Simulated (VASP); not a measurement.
Wanted: the native input for a VASP 6.6.1 run.

```yaml
Task: electric field gradients
Functional: PBE
Potentials_or_basis: VASP PAW PBE potentials, release 64 (Sn_d, Te)
Cutoff: 400 eV
k_mesh: 10 × 10 × 10
Occupations: fermi-dirac, width 0.05 eV
Spin: no spin polarisation
Dipole_correction: no
Further_INCAR_settings: ALGO = Normal; EDIFF = 1e-08; NBANDS = 20
```

The structure of SnTe2 (fluorite type) lies in POSCAR:

```
SnTe2
1.0
    0.0000000000      3.6469208582      3.6469208582
    3.6469208582      0.0000000000      3.6469208582
    3.6469208582      3.6469208582      0.0000000000
Sn Te
1 2
Direct
    0.0000000000      0.0000000000      0.0000000000
    0.2500000000      0.2500000000      0.2500000000
    0.7500000000      0.7500000000      0.7500000000
```

The input as run:

INCAR

```
PREC = Accurate
ENCUT = 400
EDIFF = 1E-8
ISMEAR = -1
SIGMA = 0.05
LREAL = False
LASPH = True
NELM = 120
ALGO = Normal
ISIF = 2
LWAVE = False
LCHARG = False
GGA = PE
LEFG = True
NBANDS = 20
GGA_COMPAT = False
```

KPOINTS

```
Automatic mesh
0
Gamma
  10 10 10
```

Potentials or basis: VASP PAW PBE potentials, release 64 (Sn_d, Te).

The run is started by

```console
$ cat potpaw_PBE.64/Sn_d/POTCAR potpaw_PBE.64/Te/POTCAR > POTCAR
$ mpirun -np 1 vasp_std > vasp.out
```

It gave:

```
Pressure                                : 2.6 GPa
Band gap on the k mesh                  : zero (bands 13 and 14 overlap by 2.22 eV)
Largest electric field gradient by atom : zero within the noise of the run
```

Caveat: spin-orbit coupling is left out, which moves the levels of the heavy elements.

Wall time 2 min on 1 thread of Intel Xeon 8259CL, with other jobs on the host, peak memory 0.23 GiB.
